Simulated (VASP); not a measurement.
# Ta4Ge (I4/m) in VASP: a series of runs

Ta4Ge is run at these levels: PBE, r2SCAN; tasks: single point.

All numbers are computed with VASP 6.6.1; they aren't measurements. Logs are shortened: lines on timing, memory, paths and dates and some standing lists are left out, and cuts for length are marked.

### Step 1. The cell of the first run

The structure is tetragonal, space group I4/m (No. 87). The conventional cell has a = 7.159 Å, b = 7.159 Å, c = 3.484 Å, α = 90.00°, β = 90.00°, γ = 90.00°. Within 3.7 Å of Ta (site symmetry m) lie 11 Ta at 2.84 to 3.48 Å and 3 Ge at 2.84 to 3.25 Å. Within 3.7 Å of Ge (site symmetry 4/m) lie 12 Ta at 2.84 to 3.25 Å and 2 Ge at 3.48 Å.

### Step 2. Single point, PBE

INCAR

```
ALGO = Fast ; EDIFF = 1E-7
ENCUT = 520 ; GGA = PE
ISIF = 2 ; ISMEAR = 0
LASPH = T ; LCHARG = F
LREAL = F ; LWAVE = F
NBANDS = 37 ; NELM = 80
PREC = Accurate ; SIGMA = 0.1
```

KPOINTS

```
k-points
0
Gamma
  10 10 10
```

POSCAR

```
Ta4Ge
1.0
   -3.5794804705      3.5794804705      1.7421342246
    3.5794804705     -3.5794804705      1.7421342246
    3.5794804705      3.5794804705     -1.7421342246
Ta Ge
4 1
Direct
    0.5929472572      0.7992953182      0.3922425754
    0.4070527428      0.2007046818      0.6077574246
    0.7992953182      0.4070527428      0.2063480610
    0.2007046818      0.5929472572      0.7936519390
    0.0000000000      0.0000000000      0.0000000000
```

Potentials or basis: VASP PAW PBE potentials, release 64 (Ta_pv, Ge_d).

Launch:

```bash
cat potpaw_PBE.64/Ta_pv/POTCAR potpaw_PBE.64/Ge_d/POTCAR > POTCAR
mpirun -np 1 vasp_std > vasp.out
```

OUTCAR:

```text
EDIFF = 1E-7
   ENCUT = 520
   GGA = PE
   ISIF = 2
   ISMEAR = 0
   LASPH = T
   LREAL = F
   NELM = 80
   PREC = Accurate

 ion  position               nearest neighbor table
   1  0.593  0.799  0.392-   3 2.84   3 2.84   4 2.84   4 2.84   5 2.84   5 2.84   2 2.93   2 2.93
                             2 3.17   4 3.17   3 3.17   5 3.25
   2  0.407  0.201  0.608-   4 2.84   4 2.84   3 2.84   3 2.84   5 2.84   5 2.84   1 2.93   1 2.93
                             1 3.17   3 3.17   4 3.17   5 3.25
   3  0.799  0.407  0.206-   1 2.84   1 2.84   2 2.84   2 2.84   5 2.84   5 2.84   4 2.93   4 2.93
                             4 3.17   2 3.17   1 3.17   5 3.25
   4  0.201  0.593  0.794-   2 2.84   2 2.84   1 2.84   1 2.84   5 2.84   5 2.84   3 2.93   3 2.93
                             3 3.17   1 3.17   2 3.17   5 3.25
   5  0.000  0.000  0.000-   1 2.84   2 2.84   1 2.84   2 2.84   4 2.84   3 2.84   4 2.84   3 2.84
                             4 3.25   3 3.25   1 3.25   2 3.25

  LATTYP: Found a body centered tetragonal cell.
 ALAT       =     7.1589609410
 C/A-ratio  =     0.4867003016

  Lattice vectors:

 A1 = (  -3.5794804705,   3.5794804705,   1.7421342246)
 A2 = (   3.5794804705,  -3.5794804705,   1.7421342246)
 A3 = (   3.5794804705,   3.5794804705,  -1.7421342246)

Analysis of symmetry for initial positions (statically):
=====================================================================
 Subroutine PRICEL returns:
 Original cell was already a primitive cell.

 Routine SETGRP: Setting up the symmetry group for a
 body centered tetragonal supercell.

 Subroutine GETGRP returns: Found  8 space group operations
 (whereof  8 operations were pure point group operations)
 out of a pool of 16 trial point group operations.

The static configuration has the point symmetry C_4h.

Analysis of symmetry for dynamics (positions and initial velocities):
=====================================================================
 Subroutine PRICEL returns:
 Original cell was already a primitive cell.

 Routine SETGRP: Setting up the symmetry group for a
 body centered tetragonal supercell.

 Subroutine GETGRP returns: Found  8 space group operations
 (whereof  8 operations were pure point group operations)
 out of a pool of 16 trial point group operations.

The dynamic configuration has the point symmetry C_4h.

 Subroutine INISYM returns: Found  8 space group operations
 (whereof  8 operations are pure point group operations),
 and found     1 'primitive' translations

----------------------------------------------------------------------------------------

                                     Primitive cell

  volume of cell :      89.2856

  direct lattice vectors                    reciprocal lattice vectors
    -3.579480471  3.579480471  1.742134225     0.000000000  0.139685076  0.287004292
     3.579480471 -3.579480471  1.742134225     0.139685076  0.000000000  0.287004292
     3.579480471  3.579480471 -1.742134225     0.139685076  0.139685076  0.000000000

  length of vectors
     5.353540187  5.353540187  5.353540187     0.319191767  0.319191767  0.197544528

  position of ions in fractional coordinates (direct lattice)
     0.592947257  0.799295318  0.392242575
     0.407052743  0.200704682  0.607757425
     0.799295318  0.407052743  0.206348061
     0.200704682  0.592947257  0.793651939
     0.000000000  0.000000000  0.000000000

  ion indices of the primitive-cell ions
   primitive index   ion index
                 1           1
                 2           2
                 3           3
                 4           4
                 5           5

----------------------------------------------------------------------------------------

 KPOINTS: k-points

Automatic generation of k-mesh.
 Grid dimensions read from file:
 generate k-points for:   10   10   10

 Generating k-lattice:

  Cartesian coordinates                     Fractional coordinates (reciprocal lattice)
     0.000000000  0.013968508  0.028700429     0.100000000  0.000000000 -0.000000000
     0.013968508  0.000000000  0.028700429     0.000000000  0.100000000 -0.000000000
     0.013968508  0.013968508  0.000000000     0.000000000  0.000000000  0.100000000

  Length of vectors
     0.031919177  0.031919177  0.019754453

  Shift w.r.t. Gamma in fractional coordinates (k-lattice)
     0.000000000  0.000000000  0.000000000

 Subroutine IBZKPT returns following result:
 ===========================================

 Found    144 irreducible k-points:

 Following reciprocal coordinates:
            Coordinates               Weight
  0.000000  0.000000  0.000000      1.000000
  0.100000  0.000000  0.000000      8.000000
  0.200000  0.000000  0.000000      8.000000
  0.300000  0.000000  0.000000      8.000000
  0.400000  0.000000 -0.000000      8.000000
  0.500000  0.000000  0.000000      4.000000
[... 16 lines left out ...]
  0.200000  0.200000  0.000000      8.000000
  0.300000  0.200000  0.000000      8.000000
 [... further k-points ...]
   k-points           NKPTS =    144   k-points in BZ     NKDIM =    144   number of bands    NBANDS=     37
   number of dos      NEDOS =    301   number of ions     NIONS =      5
   total plane-waves  NPLWV =  64000
   dimension x,y,z NGX =    40 NGY =   40 NGZ =   40
   dimension x,y,z NGXF=    80 NGYF=   80 NGZF=   80
   ions per type =               4   1
   NGX,Y,Z   is equivalent  to a cutoff of  12.42, 12.42, 12.42 a.u.
   NGXF,Y,Z  is equivalent  to a cutoff of  24.84, 24.84, 24.84 a.u.
 SYSTEM =  unknown system
   PREC   = accura    normal or accurate (medium, high low for compatibility)
   ISTART =      0    job   : 0-new  1-cont  2-samecut
   ICHARG =      2    charge: 1-file 2-atom 10-const
   ISPIN  =      1    spin polarized calculation?
   LNONCOLLINEAR =      F non collinear calculations
   LSORBIT =      F    spin-orbit coupling
   LASPH  =      T    aspherical Exc in radial PAW
   ENCUT  =  520.0 eV  38.22 Ry    6.18 a.u.   9.95  9.95  9.95*2*pi/ulx,y,z
   NELM   =     80;   NELMIN=  2; NELMDL= -5     # of ELM steps
   EDIFF  = 0.1E-06   stopping-criterion for ELM
   LREAL  =      F    real-space projection
   EDIFFG = 0.1E-05   stopping-criterion for IOM
   NSW    =      0    number of steps for IOM
   IBRION =     -1    ionic relax: 0-MD 1-quasi-New 2-CG
   NFREE  =      0    steps in history (QN), initial steepest desc. (CG)
   ISIF   =      2    stress and relaxation
   ISYM   =      2    0-nonsym 1-usesym 2-fastsym
   POTIM  = 0.5000    time-step for ionic-motion
   TEBEG  =    0.0;   TEEND  =   0.0 temperature during run
   PSTRESS=    0.0 pullay stress
   NELECT =      58.0000    total number of electrons
   NUPDOWN=      -1.0000    fix difference up-down
   EMIN   =  10.00;   EMAX   =-10.00  energy-range for DOS
   EFERMI =   0.00;   METHOD = LEGACY
   ISMEAR =     0;   SIGMA  =   0.10  broadening in eV -4-tet -1-fermi 0-gaus
   EFERMI_NEDOS =   21; number of points for ismear=-14 and -15
   IALGO  =     68    algorithm
   IMIX   =      4    mixing-type and parameters
     AMIX     =   0.40;   BMIX     =  1.00
     AMIX_MAG =   1.60;   BMIX_MAG =  1.00
  volume/ion in A,a.u.               =      17.86       120.51
  Fermi-wavevector in a.u.,A,eV,Ry     =   1.417828  2.679307 27.350935  2.010237
  Thomas-Fermi vector in A             =   2.539018
   LORBIT       =      0    0 simple, 1 ext, 2 COOP (PROOUT), +10 PAW based schemes
   GGA     = PE    functional components
   LHFCALC =     F    Hartree Fock is set to
   AEXX    =    0.0000 exact exchange contribution
   IVDW    =     0    specifies the selected vdW correction
   LEPSILON=     F    determine dielectric tensor
   LRPA    =     F    only Hartree local field effects (RPA)
 non-spin polarized calculation
 RMM-DIIS sequential band-by-band and
 Gauss-broadening in eV      SIGMA  =   0.10
  energy-cutoff  :      520.00
  volume of cell :       89.29
 maximum number of plane-waves:      2434
   NGX = 19   NGY = 19   NGZ = 19

 number of electron      57.9999998 magnetization

 Free energy of the ion-electron system (eV)
  ---------------------------------------------------
  ext. energy  EPLUGINS =         0.00000000
  ---------------------------------------------------
  free energy    TOTEN  =       -52.11407693 eV

  energy without entropy =      -52.09454963  energy(sigma->0) =      -52.10431328

 E-fermi :   6.2528     XC(G=0): -12.4617

 val. band max:        6.2502441169   @ k =  -0.4000   0.1000   0.0000
 cond. band min:       6.2550729501   @ k =   0.5000   0.2000  -0.1000
 fundamental gap:      0.0048288332
 Fermi energy:         6.2528000592

 k-point     1 :       0.0000    0.0000    0.0000
  band No.  band energies     occupation
      1     -28.2876      2.00000
      2     -28.2760      2.00000
      3     -28.0922      2.00000
      4     -28.0922      2.00000
      5     -27.9569      2.00000
      6     -27.8786      2.00000
[... 29 lines left out ...]
     36       8.5052      0.00000
     37       9.8574      0.00000

 k-point     2 :       0.1000    0.0000    0.0000
  band No.  band energies     occupation
      1     -28.2795      2.00000
      2     -28.2658      2.00000
      3     -28.1212      2.00000
      4     -28.1168      2.00000
      5     -28.0030      2.00000
      6     -27.8528      2.00000
[... 29 lines left out ...]
     36       9.0066      0.00000
     37       9.4077      0.00000

 k-point     3 :       0.2000    0.0000    0.0000
  band No.  band energies     occupation
      1     -28.2718      2.00000
      2     -28.2464      2.00000
      3     -28.1757      2.00000
      4     -28.1536      2.00000
      5     -28.0698      2.00000
      6     -27.8120      2.00000
[... 29 lines left out ...]
     36       9.1895      0.00000
     37       9.6121      0.00000
[... 761 lines left out ...]
 k-point    23 :       0.2000    0.2000    0.0000
  band No.  band energies     occupation
      1     -28.3404      2.00000
      2     -28.2878      2.00000
      3     -28.2401      2.00000
      4     -28.1667      2.00000
      5     -28.0173      2.00000
      6     -27.8105      2.00000
[... 29 lines left out ...]
     36       9.7320      0.00000
     37       9.8975      0.00000

 k-point    24 :       0.3000    0.2000    0.0000
  band No.  band energies     occupation
      1     -28.3618      2.00000
      2     -28.2892      2.00000
      3     -28.2361      2.00000
      4     -28.1721      2.00000
      5     -27.9443      2.00000
      6     -27.9051      2.00000
[... 29 lines left out ...]
     36       9.8269      0.00000
     37      10.0186      0.00000

 [... further k-points ...]

------------------------ aborting loop because EDIFF is reached ----------------------------------------

  FORCE on cell =-STRESS in cart. coord.  units (eV):
  Direction    XX          YY          ZZ          XY          YZ          ZX
  --------------------------------------------------------------------------------------
  -------------------------------------------------------------------------------------
  Total        0.0649626      0.0649626      0.0748435      0.0000002     -0.0000000      0.0000000
  in kB        1.1657144      1.1657144      1.3430225      0.0000040     -0.0000000      0.0000000
  external PRESSURE =       1.2248171 kB  Pullay stress =       0.0000000 kB

 VOLUME and BASIS-vectors are now :
 -----------------------------------------------------------------------------
  energy-cutoff  :      520.00
  volume of cell :       89.29
      direct lattice vectors                 reciprocal lattice vectors
    -3.579480471  3.579480471  1.742134225     0.000000000  0.139685076  0.287004292
     3.579480471 -3.579480471  1.742134225     0.139685076  0.000000000  0.287004292
     3.579480471  3.579480471 -1.742134225     0.139685076  0.139685076  0.000000000

 POSITION                                       TOTAL-FORCE (eV/Angst)
 -----------------------------------------------------------------------------------
      2.14264      0.66541      1.74213         0.011405     -0.005160      0.000000
      1.43684      2.91407     -0.00000        -0.011405      0.005160      0.000000
     -0.66541      2.14264      1.74213         0.005160      0.011405     -0.000000
      4.24489      1.43684      0.00000        -0.005160     -0.011405      0.000000
      0.00000      0.00000      0.00000         0.000000      0.000000      0.000000
 -----------------------------------------------------------------------------------
    total drift:                               -0.000000      0.000000     -0.000000

  FREE ENERGIE OF THE ION-ELECTRON SYSTEM (eV)
  ---------------------------------------------------
  free  energy   TOTEN  =       -52.1140769344 eV

  energy  without entropy=      -52.0945496306  energy(sigma->0) =      -52.10431328
```

Wall time 7.7 min (1 thread of Intel Xeon 6975P-C (Granite Rapids), shared host); peak memory 0.53 GiB.

What came out:

```
Free energy            : -52.1141 eV
Pressure               : 0.1 GPa
Largest force          : 0.013 eV/Å
Band gap on the k mesh : zero (bands 29 and 30 overlap by 0.96 eV)
```

Forces in eV/Å, atoms in the order of the input:
```
Ta   0.011 -0.005  0.000
Ta  -0.011  0.005  0.000
Ta   0.005  0.011  0.000
Ta  -0.005 -0.011  0.000
Ge   0.000  0.000  0.000
```

Levels at points of the mesh, in eV from the Fermi level:
```csv
k point,band 26,band 27,band 28,band 29,band 30,band 31,band 32,band 33
"(0.00, 0.00, 0.00)",-1.06,-0.72,-0.24,-0.11,-0.11,1.48,1.48,1.52
"(0.50, 0.00, 0.00)",-1.36,-0.78,-0.59,-0.20,-0.17,0.60,1.75,2.24
"(0.50, 0.50, 0.00)",-1.27,-0.70,0.01,0.04,0.18,1.21,1.55,1.59
"(0.50, 0.50, 0.50)",-1.58,-1.47,0.16,0.16,0.23,1.31,1.59,1.98
```

Caveat: spin-orbit coupling is left out, which moves the levels of the heavy elements.

[end of part 1 of 2]
